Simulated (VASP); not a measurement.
# CdS (F-43m) in VASP: G0W0 quasiparticle levels with r2SCAN

Aim: the G0W0 quasiparticle levels of CdS with r2SCAN.

Everything below comes from runs of VASP 6.6.1. Logs are shortened: lines on timing, memory, paths and dates and some standing lists are left out, and cuts for length are marked.

## Step 1: The cell of the first run

Symmetry: F-43m, No. 216, cubic system. The conventional cell has a = 5.878 Å, b = 5.878 Å, c = 5.878 Å, α = 90.00°, β = 90.00°, γ = 90.00°. Cd (site symmetry -43m) has 4 S at 2.55 Å within 3.4 Å. Within 3.4 Å of S (site symmetry -43m) lie 4 Cd at 2.55 Å.

## Step 2: G0W0 quasiparticle levels, r2SCAN

File POSCAR:

```
CdS
1.0
    0.0000000000      2.9392148420      2.9392148420
    2.9392148420      0.0000000000      2.9392148420
    2.9392148420      2.9392148420      0.0000000000
Cd S
1 1
Direct
    0.0000000000      0.0000000000      0.0000000000
    0.2500000000      0.2500000000      0.2500000000
```

File INCAR.step1:

```
ALGO = Normal
EDIFF = 1E-8
ENCUT = 500
ISMEAR = 0
LASPH = T
LCHARG = F
LMIXTAU = T
LREAL = F
LWAVE = T
METAGGA = R2SCAN
NELM = 100
PREC = Accurate
SIGMA = 0.01
```

File INCAR.step2:

```
ALGO = Exact
EDIFF = 1E-8
ENCUT = 500
ISMEAR = 0
ISTART = 1
LASPH = T
LCHARG = F
LMIXTAU = T
LOPTICS = T
LREAL = F
LWAVE = T
METAGGA = R2SCAN
NBANDS = 200
NELM = 1
PREC = Accurate
SIGMA = 0.01
```

File INCAR.step3:

```
ALGO = EVGW0
EDIFF = 1E-8
ENCUT = 500
ENCUTGW = 140.0
ISMEAR = 0
ISTART = 1
LASPH = T
LCHARG = F
LMIXTAU = T
LREAL = F
LWAVE = F
METAGGA = R2SCAN
NBANDS = 200
NBANDSGW = 17
NELMGW = 1
NOMEGA = 96
OMEGAMAX = 20
PREC = Accurate
PRECFOCK = Fast
SIGMA = 0.01
```

File KPOINTS:

```
k-points
0
Gamma
  4 4 4
```

Potentials or basis: VASP PAW PBE potentials, release 64 (Cd_GW, S_GW).

Started as:

```console
$ cat potpaw_PBE.64/Cd_GW/POTCAR potpaw_PBE.64/S_GW/POTCAR > POTCAR
$ cp INCAR.step1 INCAR
$ mpirun -np 1 vasp_std > vasp.out
$ cp INCAR.step2 INCAR
$ mpirun -np 1 vasp_std > vasp.out
$ cp INCAR.step3 INCAR
$ mpirun -np 1 vasp_std > vasp.out
```

OUTCAR:

```text
EDIFF = 1E-8
   ENCUT = 500
   ENCUTGW = 140.0
   ISMEAR = 0
   ISTART = 1
   LASPH = T
   LREAL = F
   METAGGA = R2SCAN
   NELMGW = 1
   PREC = Accurate
   PRECFOCK = Fast

 ion  position               nearest neighbor table
   1  0.000  0.000  0.000-   2 2.55   2 2.55   2 2.55   2 2.55
   2  0.250  0.250  0.250-   1 2.55   1 2.55   1 2.55   1 2.55

  LATTYP: Found a face centered cubic cell.
 ALAT       =     5.8784296840

  Lattice vectors:

 A1 = (   0.0000000000,   2.9392148420,   2.9392148420)
 A2 = (   2.9392148420,   0.0000000000,   2.9392148420)
 A3 = (   2.9392148420,   2.9392148420,   0.0000000000)

Analysis of symmetry for initial positions (statically):
=====================================================================
 Subroutine PRICEL returns:
 Original cell was already a primitive cell.

 Routine SETGRP: Setting up the symmetry group for a
 face centered cubic supercell.

 Subroutine GETGRP returns: Found 24 space group operations
 (whereof 24 operations were pure point group operations)
 out of a pool of 48 trial point group operations.

The static configuration has the point symmetry T_d .

Analysis of symmetry for dynamics (positions and initial velocities):
=====================================================================
 Subroutine PRICEL returns:
 Original cell was already a primitive cell.

 Routine SETGRP: Setting up the symmetry group for a
 face centered cubic supercell.

 Subroutine GETGRP returns: Found 24 space group operations
 (whereof 24 operations were pure point group operations)
 out of a pool of 48 trial point group operations.

The dynamic configuration has the point symmetry T_d .

 Subroutine INISYM returns: Found 24 space group operations
 (whereof 24 operations are pure point group operations),
 and found     1 'primitive' translations

----------------------------------------------------------------------------------------

                                     Primitive cell

  volume of cell :      50.7837

  direct lattice vectors                    reciprocal lattice vectors
     0.000000000  2.939214842  2.939214842    -0.170113458  0.170113458  0.170113458
     2.939214842  0.000000000  2.939214842     0.170113458 -0.170113458  0.170113458
[... 45 lines left out ...]
  0.250000  0.250000  0.000000      6.000000
  0.500000  0.250000  0.000000     24.000000
 -0.250000  0.250000  0.000000     12.000000
  0.500000  0.500000  0.000000      3.000000
 -0.250000  0.500000  0.250000      6.000000
   k-points           NKPTS =      8   k-points in BZ     NKDIM =     64   number of bands    NBANDS=    200
   number of dos      NEDOS =    301   number of ions     NIONS =      2
   total plane-waves  NPLWV =  27000
   dimension x,y,z NGX =    30 NGY =   30 NGZ =   30
   dimension x,y,z NGXF=    60 NGYF=   60 NGZF=   60
   ions per type =               1   1
   NGX,Y,Z   is equivalent  to a cutoff of  12.00, 12.00, 12.00 a.u.
   NGXF,Y,Z  is equivalent  to a cutoff of  24.00, 24.00, 24.00 a.u.
 SYSTEM =  unknown system
   PREC   = accura    normal or accurate (medium, high low for compatibility)
   ISTART =      1    job   : 0-new  1-cont  2-samecut
   ICHARG =      0    charge: 1-file 2-atom 10-const
   ISPIN  =      1    spin polarized calculation?
   LNONCOLLINEAR =      F non collinear calculations
   LSORBIT =      F    spin-orbit coupling
   LASPH  =      T    aspherical Exc in radial PAW
   ENCUT  =  500.0 eV  36.75 Ry    6.06 a.u.   7.58  7.58  7.58*2*pi/ulx,y,z
   NELM   =     60;   NELMIN=  2; NELMDL=  0     # of ELM steps
   EDIFF  = 0.1E-07   stopping-criterion for ELM
   LREAL  =      F    real-space projection
   EDIFFG = 0.1E-06   stopping-criterion for IOM
   NSW    =      0    number of steps for IOM
   IBRION =     -1    ionic relax: 0-MD 1-quasi-New 2-CG
   NFREE  =      0    steps in history (QN), initial steepest desc. (CG)
   ISIF   =      0    stress and relaxation
   ISYM   =      3    0-nonsym 1-usesym 2-fastsym
   POTIM  = 0.5000    time-step for ionic-motion
   TEBEG  =    0.0;   TEEND  =   0.0 temperature during run
   PSTRESS=    0.0 pullay stress
   NELECT =      18.0000    total number of electrons
   NUPDOWN=      -1.0000    fix difference up-down
   EMIN   =  10.00;   EMAX   =-10.00  energy-range for DOS
   EFERMI =   0.00;   METHOD = LEGACY
   ISMEAR =     0;   SIGMA  =   0.01  broadening in eV -4-tet -1-fermi 0-gaus
   EFERMI_NEDOS =   21; number of points for ismear=-14 and -15
   IALGO  =     38    algorithm
   IMIX   =      4    mixing-type and parameters
     AMIX     =   0.40;   BMIX     =  1.00
     AMIX_MAG =   1.60;   BMIX_MAG =  1.00
  volume/ion in A,a.u.               =      25.39       171.35
  Fermi-wavevector in a.u.,A,eV,Ry     =   1.158575  2.189390 18.263062  1.342297
  Thomas-Fermi vector in A             =   2.295176
   LORBIT       =      0    0 simple, 1 ext, 2 COOP (PROOUT), +10 PAW based schemes
   METAGGA = R2SCAN    functional components
   LHFCALC =     T    Hartree Fock is set to
   PRECFOCK=fast      Normal, Fast or Accurate (Low or Medium for compatibility)
   ENCUT4O =  -1.0   cutoff for four orbital integrals eV
   NKREDX  =     1    reduce k-point grid by
   NKREDY  =     1    reduce k-point grid by
   NKREDZ  =     1    reduce k-point grid by
   AEXX    =    1.0000 exact exchange contribution
   HFSCREEN=    0.0000 screening length (either q_TF or 0.3 A-1)
   HFSCREENC=   0.0000 screening length for correlation (either q_TF or 0.3 A-1)
   ENCUTFOCK=  -1.0 apply spherical cutoff to Coloumb kernel
   IVDW    =     0    specifies the selected vdW correction
   LEPSILON=     F    determine dielectric tensor
   LRPA    =     F    only Hartree local field effects (RPA)
   LRPAFORCE           =     F    calculate RPA forces
   ENCUTGW             = 140.0    cutoff for response function in eV
   ENCUTGWSOFT         = 112.0    soft cutoff for Coulomb kernel in GW response function in eV
   ENCUTLF             =  -1.0    cutoff for local field effects
   NELMGW              =     1    number of iterations in solving QP/BSE equation
   NELMHF              =     1    number of iterations in the inner HF iteration
   NKREDLFX            =     1    NKREDLFY  =   1   NKREDLFZ  =   1
 non-spin polarized calculation
 Gauss-broadening in eV      SIGMA  =   0.01
  energy-cutoff  :      500.00
  volume of cell :       50.78
 maximum number of plane-waves:      1308
  NGX = 18; NGY = 18; NGZ = 18
   NGX = 15   NGY = 15   NGZ = 15
 maximum number of plane-waves:       200
 NGX is ok and might be reduce to    18

 QP shifts <psi_nk| G(iteration)W_0 |psi_nk>: iteration 1
 for sc-GW calculations column KS-energies equals QP-energies in previous step
 and V_xc(KS)=  KS-energies - (<T + V_ion + V_H > + <T+V_H+V_ion>^1  + <V_x>^1)

 k-point   1 :       0.0000    0.0000    0.0000
  band No.  KS-energies  QP-energies   sigma(KS)   V_xc(KS)     V^pw_x(r,r')   Z            occupation Imag(sigma)

      1     -10.5559     -10.5698     -13.8015     -13.7789     -20.8811       0.6157       2.0000       0.9976
      2      -5.7120      -7.2525     -17.9970     -15.8249     -22.9722       0.7092       2.0000       0.1273
      3      -5.7120      -7.2525     -17.9970     -15.8249     -22.9722       0.7092       2.0000       0.1273
      4      -5.7120      -7.2525     -17.9970     -15.8249     -22.9722       0.7092       2.0000       0.1273
      5      -5.2289      -6.9279     -18.4987     -16.1468     -23.3276       0.7224       2.0000       0.0716
      6      -5.2289      -6.9279     -18.4987     -16.1468     -23.3276       0.7224       2.0000       0.0716
[... 143 lines left out ...]
      3      -5.4593      -7.0821     -18.3157     -16.0578     -23.2526       0.7187       2.0000       0.1102
      4      -5.2699      -6.9521     -18.4773     -16.1492     -23.3440       0.7226       2.0000       0.0862
      5      -5.2205      -6.9097     -18.4419     -16.1060     -23.2807       0.7232       2.0000       0.0782
      6      -4.6274      -6.1761     -18.4401     -16.2970     -23.2885       0.7226       2.0000       0.1077
[... 9 lines left out ...]
     16      15.8472      16.2246     -10.7361     -11.2419      -5.1026       0.7462       0.0000      -0.4408
     17      16.0764      16.3099      -9.8506     -10.1626      -4.2312       0.7484       0.0000      -0.4254
```

OUTCAR.step1:

```text
EDIFF = 1E-8
   ENCUT = 500
   ISMEAR = 0
   LASPH = T
   LREAL = F
[... 329 lines left out ...]
 -----------------------------------------------------------------------------------
      0.00000      0.00000      0.00000        -0.000000      0.000000      0.000000
      1.46961      1.46961      1.46961         0.000000     -0.000000     -0.000000
 -----------------------------------------------------------------------------------
    total drift:                               -0.000001     -0.000001     -0.000001

  FREE ENERGIE OF THE ION-ELECTRON SYSTEM (eV)
  ---------------------------------------------------
  free  energy   TOTEN  =       -29.7076847084 eV

  energy  without entropy=      -29.7076847084  energy(sigma->0) =      -29.70768471
```

It took 14 min on 1 thread of AMD EPYC 7R43 (Zen 3), shared host; peak memory 0.55 GiB.

What came out:

- Quasiparticle gap: 2.14 eV
- Least direct quasiparticle gap: 2.14 eV
- Band gap of the starting levels on the mesh: 1.53 eV
- Least direct gap of the starting levels on the mesh: 1.53 eV

Caveat: the k points lie up to 0.46 Å⁻¹ apart; bands, screening cutoff and mesh are small and nothing is extrapolated, so the quasiparticle values aren't converged; the structure was generated, so it needn't be the stable form of CdS.
